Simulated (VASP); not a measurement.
# ZrSi2O6 (C222) in VASP: further runs, part 2 of 2

VASP 6.6.1.

**3. Single point, PBE**

Contents of INCAR:

```
PREC     = Accurate       # precision mode
ENCUT    = 520            # plane-wave cutoff, eV
EDIFF    = 1E-7           # SCF threshold, eV
ISMEAR   = 0              # smearing method
SIGMA    = 0.02           # smearing width, eV
LREAL    = False          # projectors in reciprocal space
LASPH    = True           # aspherical terms in the spheres
NELM     = 80             # most SCF steps
ALGO     = Normal         # electronic algorithm
ISIF     = 2              # what is computed and relaxed
LWAVE    = False          # write WAVECAR
LCHARG   = False          # write CHGCAR
GGA      = PE             # functional
NBANDS   = 38             # bands
```

Contents of KPOINTS:

```
Automatic mesh
0
Gamma
  6 6 4
```

Contents of POSCAR:

```
ZrSi2O6
1.0
    2.6059800000     -4.9806660000      0.0000000000
    2.6059800000      4.9806660000      0.0000000000
    0.0000000000      0.0000000000      6.0403040000
Zr Si O
1 2 6
Direct
    0.5000000000      0.5000000000      0.5000000000
    0.0000000000      0.5000000000      0.8447630000
    0.5000000000      0.0000000000      0.1552370000
    0.8233670000      0.5874280000      0.6896070000
    0.2232670000      0.7767330000      0.0000000000
    0.5874280000      0.8233670000      0.3103930000
    0.1766330000      0.4125720000      0.6896070000
    0.7767330000      0.2232670000      0.0000000000
    0.4125720000      0.1766330000      0.3103930000
```

Potentials or basis: VASP PAW PBE potentials, release 64 (Zr_sv, Si, O).

Started as:

```sh
$ cat potpaw_PBE.64/Zr_sv/POTCAR potpaw_PBE.64/Si/POTCAR potpaw_PBE.64/O/POTCAR > POTCAR
$ mpirun -np 1 vasp_std > vasp.out
```

OUTCAR:

```text
PREC = Accurate
   ENCUT = 520
   EDIFF = 1E-7
   ISMEAR = 0
   LREAL = False
   LASPH = True
   NELM = 80
   ISIF = 2
   GGA = PE

 ion  position               nearest neighbor table
   1  0.500  0.500  0.500-   4 1.96   6 1.96   7 1.96   9 1.96   2 3.50   3 3.50   3 3.50   2 3.50

   2  0.000  0.500  0.845-   5 1.63   8 1.63   7 1.63   4 1.63   1 3.50   1 3.50
   3  0.500  0.000  0.155-   5 1.63   8 1.63   6 1.63   9 1.63   1 3.50   1 3.50
   4  0.823  0.587  0.690-   2 1.63   1 1.96
   5  0.223  0.777  0.000-   2 1.63   3 1.63
   6  0.587  0.823  0.310-   3 1.63   1 1.96
   7  0.177  0.413  0.690-   2 1.63   1 1.96
   8  0.777  0.223  0.000-   2 1.63   3 1.63
   9  0.413  0.177  0.310-   3 1.63   1 1.96

  LATTYP: Found a base centered orthorhombic cell.
 ALAT       =     5.2119600000
 B/A-ratio  =     1.9112449059
 C/A-ratio  =     1.1589313809

  Lattice vectors:

 A1 = (   2.6059800000,  -4.9806660000,   0.0000000000)
 A2 = (   2.6059800000,   4.9806660000,   0.0000000000)
 A3 = (   0.0000000000,   0.0000000000,   6.0403040000)

Analysis of symmetry for initial positions (statically):
=====================================================================
 Subroutine PRICEL returns:
 Original cell was already a primitive cell.

 Routine SETGRP: Setting up the symmetry group for a
 base centered orthorhombic supercell.

 Subroutine GETGRP returns: Found  4 space group operations
 (whereof  4 operations were pure point group operations)
 out of a pool of  8 trial point group operations.

The static configuration has the point symmetry D_2 .

Analysis of symmetry for dynamics (positions and initial velocities):
=====================================================================
 Subroutine PRICEL returns:
 Original cell was already a primitive cell.

 Routine SETGRP: Setting up the symmetry group for a
[... 145 lines left out ...]
   GGA     = PE    functional components
   LHFCALC =     F    Hartree Fock is set to
   AEXX    =    0.0000 exact exchange contribution
   IVDW    =     0    specifies the selected vdW correction
   LEPSILON=     F    determine dielectric tensor
   LRPA    =     F    only Hartree local field effects (RPA)
 non-spin polarized calculation
 Gauss-broadening in eV      SIGMA  =   0.02
  energy-cutoff  :      520.00
  volume of cell :      156.80
 maximum number of plane-waves:      4242
 NGX is ok and might be reduce to    42
   NGX = 21   NGY = 21   NGZ = 23

 number of electron      56.0000003 magnetization

 Free energy of the ion-electron system (eV)
  ---------------------------------------------------
  ext. energy  EPLUGINS =         0.00000000
  ---------------------------------------------------
  free energy    TOTEN  =       -75.54626513 eV

  energy without entropy =      -75.54626513  energy(sigma->0) =      -75.54626513

 E-fermi :  -0.0008     XC(G=0):  -7.9719

 val. band max:       -0.2502392452   @ k =   0.5000   0.5000   0.0000
 cond. band min:       4.8024016395   @ k =   0.0000   0.0000   0.0000
 fundamental gap:      5.0526408848
 Fermi energy:        -0.0008127225

 k-point     1 :       0.0000    0.0000    0.0000
  band No.  band energies     occupation
      1     -47.2812      2.00000
      2     -25.6331      2.00000
      3     -25.6264      2.00000
      4     -25.6247      2.00000
      5     -18.8992      2.00000
      6     -17.4790      2.00000
[... 973 lines left out ...]
     37       9.4615      0.00000
     38       9.6695      0.00000

 [... further k-points ...]

------------------------ aborting loop because EDIFF is reached ----------------------------------------

  FORCE on cell =-STRESS in cart. coord.  units (eV):
  Direction    XX          YY          ZZ          XY          YZ          ZX
  --------------------------------------------------------------------------------------
  -------------------------------------------------------------------------------------
  Total        0.0625295      0.2426540      0.1711686      0.0000000      0.0000000      0.0000000
  in kB        0.6389228      2.4794237      1.7489901      0.0000000      0.0000000      0.0000000
  external PRESSURE =       1.6224455 kB  Pullay stress =       0.0000000 kB

 VOLUME and BASIS-vectors are now :
 -----------------------------------------------------------------------------
  energy-cutoff  :      520.00
  volume of cell :      156.80
      direct lattice vectors                 reciprocal lattice vectors
     2.605980000 -4.980666000  0.000000000     0.191866400 -0.100388181  0.000000000
     2.605980000  4.980666000  0.000000000     0.191866400  0.100388181  0.000000000
     0.000000000  0.000000000  6.040304000     0.000000000  0.000000000  0.165554581

 POSITION                                       TOTAL-FORCE (eV/Angst)
 -----------------------------------------------------------------------------------
      2.60598      0.00000      3.02015         0.000000     -0.000000     -0.000000
      1.30299      2.49033      5.10263         0.000000     -0.000000      0.025191
      1.30299     -2.49033      0.93768         0.000000     -0.000000     -0.025191
      3.67650     -1.17513      4.16544         0.007376      0.004055     -0.002242
      2.60598      2.75663      0.00000         0.000000     -0.006603     -0.000000
      3.67650      1.17513      1.87487         0.007376     -0.004055      0.002242
      1.53546      1.17513      4.16544        -0.007376     -0.004055     -0.002242
      2.60598     -2.75663      0.00000         0.000000      0.006603     -0.000000
      1.53546     -1.17513      1.87487        -0.007376      0.004055      0.002242
 -----------------------------------------------------------------------------------
    total drift:                                0.000000     -0.000000      0.000000

  FREE ENERGIE OF THE ION-ELECTRON SYSTEM (eV)
  ---------------------------------------------------
  free  energy   TOTEN  =       -75.5462651287 eV

  energy  without entropy=      -75.5462651287  energy(sigma->0) =      -75.54626513
```

OSZICAR:

```text
N       E                     dE             d eps       ncg     rms          rms(c)
DAV:   1     0.445680878734E+03    0.44568E+03   -0.29055E+04  2972   0.135E+03
DAV:   2    -0.508195046375E+02   -0.49650E+03   -0.48362E+03  3766   0.345E+02
DAV:   3    -0.876230920785E+02   -0.36804E+02   -0.36645E+02  4064   0.973E+01
DAV:   4    -0.889251412757E+02   -0.13020E+01   -0.12983E+01  4608   0.144E+01
DAV:   5    -0.889711373419E+02   -0.45996E-01   -0.45994E-01  3954   0.180E+00    0.366E+01
DAV:   6    -0.754297830939E+02    0.13541E+02   -0.57580E+01  3628   0.429E+01    0.146E+01
DAV:   7    -0.755283830128E+02   -0.98600E-01   -0.28862E+00  4178   0.904E+00    0.885E+00
DAV:   8    -0.755369148438E+02   -0.85318E-02   -0.31382E-01  3828   0.372E+00    0.126E+00
DAV:   9    -0.755406949641E+02   -0.37801E-02   -0.50123E-02  4062   0.131E+00    0.658E-01
DAV:  10    -0.755454504428E+02   -0.47555E-02   -0.96621E-03  3514   0.706E-01    0.215E-01
DAV:  11    -0.755458539566E+02   -0.40351E-03   -0.12028E-03  3808   0.264E-01    0.103E-01
DAV:  12    -0.755462419305E+02   -0.38797E-03   -0.45678E-04  3430   0.139E-01    0.344E-02
DAV:  13    -0.755462525381E+02   -0.10608E-04   -0.60891E-05  4032   0.598E-02    0.162E-02
DAV:  14    -0.755462641895E+02   -0.11651E-04   -0.19555E-05  3502   0.317E-02    0.995E-03
DAV:  15    -0.755462647936E+02   -0.60409E-06   -0.46467E-06  3992   0.124E-02    0.696E-03
DAV:  16    -0.755462651767E+02   -0.38311E-06   -0.12911E-06  3462   0.912E-03    0.192E-03
DAV:  17    -0.755462651287E+02    0.47989E-07   -0.15905E-07  2664   0.320E-03
   1 F= -.75546265E+02 E0= -.75546265E+02  d E =-.222399E-71
```

It took 7.6 min on 1 thread of AMD EPYC 7R13, shared host; peak memory 0.36 GiB.

What came out:

| Item | Value |
| --- | --- |
| Free energy | -75.5463 eV |
| Pressure | 0.2 GPa |
| Largest force | 0.025 eV/Å |
| Band gap on the k mesh | 5.05 eV (least direct gap 5.28 eV) |

Forces on the atoms (eV/Å):
```
Zr   0.000  0.000  0.000
Si   0.000  0.000  0.025
Si   0.000  0.000 -0.025
O    0.007  0.004 -0.002
O    0.000 -0.007  0.000
O    0.007 -0.004  0.002
O   -0.007 -0.004 -0.002
O    0.000  0.007  0.000
O   -0.007  0.004  0.002
```

Levels at points of the mesh, in eV from the valence-band top:
| k point | band 25 | band 26 | band 27 | band 28 | band 29 | band 30 | band 31 | band 32 |
| --- | --- | --- | --- | --- | --- | --- | --- | --- |
| (0.00, 0.00, 0.00) | -0.79 | -0.35 | -0.23 | -0.23 | 5.05 | 5.63 | 5.80 | 6.57 |
| (0.50, 0.00, 0.00) | -0.95 | -0.76 | -0.38 | -0.08 | 5.56 | 5.94 | 6.46 | 6.55 |
| (0.50, 0.50, 0.00) | -1.00 | -0.59 | -0.12 | 0.00 | 5.41 | 5.94 | 6.17 | 6.51 |
| (0.00, 0.00, 0.50) | -0.74 | -0.09 | -0.03 | -0.01 | 5.60 | 5.71 | 6.31 | 6.60 |
| (0.50, 0.00, 0.50) | -0.89 | -0.57 | -0.50 | -0.18 | 5.60 | 5.93 | 6.42 | 6.78 |
| (0.50, 0.50, 0.50) | -0.78 | -0.53 | -0.41 | -0.34 | 5.55 | 6.09 | 6.15 | 6.60 |

**4. Single point, PBE**

Contents of INCAR:

```
SYSTEM = ZrSi2O6
  ALGO = Normal
  EDIFF = 1E-6
  ENCUT = 520
  GGA = PE
  ISIF = 2
  ISMEAR = 0
  LASPH = .True.
  LCHARG = .False.
  LREAL = .False.
  LWAVE = .False.
  NBANDS = 38
  NELM = 60
  PREC = Accurate
  SIGMA = 0.02
```

Contents of KPOINTS:

```
k-points
0
Gamma
  6 6 4
  0 0 0
```

POSCAR is that of step 3.

Potentials or basis: VASP PAW PBE potentials, release 64 (Zr_sv, Si, O).

Started as:

```sh
$ cat potpaw_PBE.64/Zr_sv/POTCAR potpaw_PBE.64/Si/POTCAR potpaw_PBE.64/O/POTCAR > POTCAR
$ mpirun -np 1 vasp_std > vasp.out
```

OUTCAR:

```text
SYSTEM = ZrSi2O6
   EDIFF = 1E-6
   ENCUT = 520
   GGA = PE
   ISIF = 2
   ISMEAR = 0
   LASPH = .True.
   LREAL = .False.
   NELM = 60
   PREC = Accurate

 ion  position               nearest neighbor table
   1  0.500  0.500  0.500-   4 1.96   6 1.96   7 1.96   9 1.96   2 3.50   3 3.50   3 3.50   2 3.50

   2  0.000  0.500  0.845-   5 1.63   8 1.63   7 1.63   4 1.63   1 3.50   1 3.50
   3  0.500  0.000  0.155-   5 1.63   8 1.63   6 1.63   9 1.63   1 3.50   1 3.50
   4  0.823  0.587  0.690-   2 1.63   1 1.96
   5  0.223  0.777  0.000-   2 1.63   3 1.63
   6  0.587  0.823  0.310-   3 1.63   1 1.96
   7  0.177  0.413  0.690-   2 1.63   1 1.96
[... 1203 lines left out ...]
  in kB        0.6704031      2.4940896      1.7743605      0.0000000      0.0000000      0.0000000
  external PRESSURE =       1.6462844 kB  Pullay stress =       0.0000000 kB

 VOLUME and BASIS-vectors are now :
 -----------------------------------------------------------------------------
  energy-cutoff  :      520.00
  volume of cell :      156.80
      direct lattice vectors                 reciprocal lattice vectors
     2.605980000 -4.980666000  0.000000000     0.191866400 -0.100388181  0.000000000
     2.605980000  4.980666000  0.000000000     0.191866400  0.100388181  0.000000000
     0.000000000  0.000000000  6.040304000     0.000000000  0.000000000  0.165554581

 POSITION                                       TOTAL-FORCE (eV/Angst)
 -----------------------------------------------------------------------------------
      2.60598      0.00000      3.02015         0.000000     -0.000000     -0.000000
      1.30299      2.49033      5.10263         0.000000     -0.000000      0.025408
      1.30299     -2.49033      0.93768         0.000000     -0.000000     -0.025408
      3.67650     -1.17513      4.16544         0.007203      0.004731     -0.002772
      2.60598      2.75663      0.00000         0.000000     -0.006488     -0.000000
      3.67650      1.17513      1.87487         0.007203     -0.004731      0.002772
      1.53546      1.17513      4.16544        -0.007203     -0.004731     -0.002772
      2.60598     -2.75663      0.00000         0.000000      0.006488     -0.000000
      1.53546     -1.17513      1.87487        -0.007203      0.004731      0.002772
 -----------------------------------------------------------------------------------
    total drift:                                0.000000     -0.000000      0.000000

  FREE ENERGIE OF THE ION-ELECTRON SYSTEM (eV)
  ---------------------------------------------------
  free  energy   TOTEN  =       -75.5462647844 eV

  energy  without entropy=      -75.5462647844  energy(sigma->0) =      -75.54626478
```

OSZICAR:

```text
N       E                     dE             d eps       ncg     rms          rms(c)
DAV:   1     0.445680878734E+03    0.44568E+03   -0.29055E+04  2972   0.135E+03
DAV:   2    -0.508195046375E+02   -0.49650E+03   -0.48362E+03  3766   0.345E+02
DAV:   3    -0.876230920785E+02   -0.36804E+02   -0.36645E+02  4064   0.973E+01
DAV:   4    -0.889251412757E+02   -0.13020E+01   -0.12983E+01  4608   0.144E+01
DAV:   5    -0.889711373419E+02   -0.45996E-01   -0.45994E-01  3954   0.180E+00    0.366E+01
DAV:   6    -0.754297830939E+02    0.13541E+02   -0.57580E+01  3628   0.429E+01    0.146E+01
DAV:   7    -0.755283830128E+02   -0.98600E-01   -0.28862E+00  4178   0.904E+00    0.885E+00
DAV:   8    -0.755369148438E+02   -0.85318E-02   -0.31382E-01  3828   0.372E+00    0.126E+00
DAV:   9    -0.755406949641E+02   -0.37801E-02   -0.50123E-02  4062   0.131E+00    0.658E-01
DAV:  10    -0.755454504428E+02   -0.47555E-02   -0.96621E-03  3514   0.706E-01    0.215E-01
DAV:  11    -0.755458539566E+02   -0.40351E-03   -0.12028E-03  3808   0.264E-01    0.103E-01
DAV:  12    -0.755462419305E+02   -0.38797E-03   -0.45678E-04  3430   0.139E-01    0.344E-02
DAV:  13    -0.755462525381E+02   -0.10608E-04   -0.60891E-05  4032   0.598E-02    0.162E-02
DAV:  14    -0.755462641894E+02   -0.11651E-04   -0.19553E-05  3486   0.317E-02    0.995E-03
DAV:  15    -0.755462647844E+02   -0.59504E-06   -0.45564E-06  3440   0.124E-02
   1 F= -.75546265E+02 E0= -.75546265E+02  d E =-.226964E-71
```

It took 7.4 min on 1 thread of AMD EPYC 7R13, shared host; peak memory 0.35 GiB.

Results:

* Free energy: -75.5463 eV
* Pressure: 0.2 GPa
* Largest force: 0.025 eV/Å
* Band gap on the k mesh: 5.05 eV (least direct gap 5.28 eV)

Forces on the atoms (eV/Å):
```
Zr   0.000  0.000  0.000
Si   0.000  0.000  0.025
Si   0.000  0.000 -0.025
O    0.007  0.005 -0.003
O    0.000 -0.006  0.000
O    0.007 -0.005  0.003
O   -0.007 -0.005 -0.003
O    0.000  0.006  0.000
O   -0.007  0.005  0.003
```

Levels at points of the mesh, in eV from the valence-band top:
```
           k point  band 24  band 25  band 26  band 27  band 28  band 29  band 30  band 31  band 32  band 33
(0.00, 0.00, 0.00)    -0.80    -0.79    -0.35    -0.23    -0.23     5.05     5.63     5.80     6.57     6.89
(0.50, 0.00, 0.00)    -1.16    -0.95    -0.76    -0.38    -0.09     5.56     5.94     6.46     6.54     7.22
(0.50, 0.50, 0.00)    -1.09    -1.00    -0.59    -0.12     0.00     5.41     5.94     6.17     6.51     7.03
(0.00, 0.00, 0.50)    -1.24    -0.74    -0.09    -0.03    -0.01     5.60     5.71     6.31     6.60     6.82
(0.50, 0.00, 0.50)    -1.06    -0.89    -0.57    -0.50    -0.18     5.60     5.93     6.42     6.78     7.31
(0.50, 0.50, 0.50)    -1.33    -0.78    -0.53    -0.41    -0.34     5.55     6.09     6.15     6.60     6.86
```

A k mesh can miss the band edges.
